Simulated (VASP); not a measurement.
The system is Sc.

```
Sc
1.0
     3.31893    0.00000    0.00000
    -1.65947    2.87428    0.00000
     0.00000    0.00000   15.49215
Sc
6
Cartesian
  0.0000 0.0000 0.0000
  0.0000 1.9162 2.5820
  1.6595 0.9581 5.1641
  0.0000 0.0000 7.7461
  1.6595 0.9581 10.3281
  0.0000 1.9162 12.9101
```

```yaml
Program: VASP 6.6.1
Task: relaxation of cell and atoms
Functional: PBE
Potentials_or_basis: VASP PAW PBE potentials, release 64 (Sc_sv)
Cutoff: 600 eV
k_mesh: 15 × 15 × 3
Occupations: gaussian, width 0.1 eV
Spin: no spin polarisation
```

At the start: pressure 0.1 GPa; volume 24.63 Å³/atom.

Q: How do energy, volume and symmetry change on relaxing?

A: Over 7 steps the energy falls by 4.1 meV/atom; space group P6_3/mmc (No. 194, to 0.05 Å).

Step by step:
```
step  energy change (eV)  largest force (eV/Å)  pressure (GPa)  volume (Å³)
   1              0.0000                0.1306            0.06       147.79
   2             -0.0172                0.0864           -0.02       147.99
   3             -0.0229                0.0250           -0.13       148.26
   4             -0.0240                0.0414           -0.11       148.19
   5             -0.0245                0.0265            0.04       147.76
   6             -0.0245                0.0219            0.10       147.61
   7             -0.0248                0.0070            0.04       147.80
```

Final structure:
```
CELL_PARAMETERS angstrom
3.28456 0.00000 0.00000
-1.64228 2.84451 0.00000
0.00000 0.00000 15.81920
ATOMIC_POSITIONS crystal
Sc 0.00000 0.00000 0.00000
Sc 0.33333 0.66667 0.16538
Sc 0.66667 0.33333 0.33462
Sc 0.00000 0.00000 0.50000
Sc 0.66667 0.33333 0.66538
Sc 0.33333 0.66667 0.83462
```
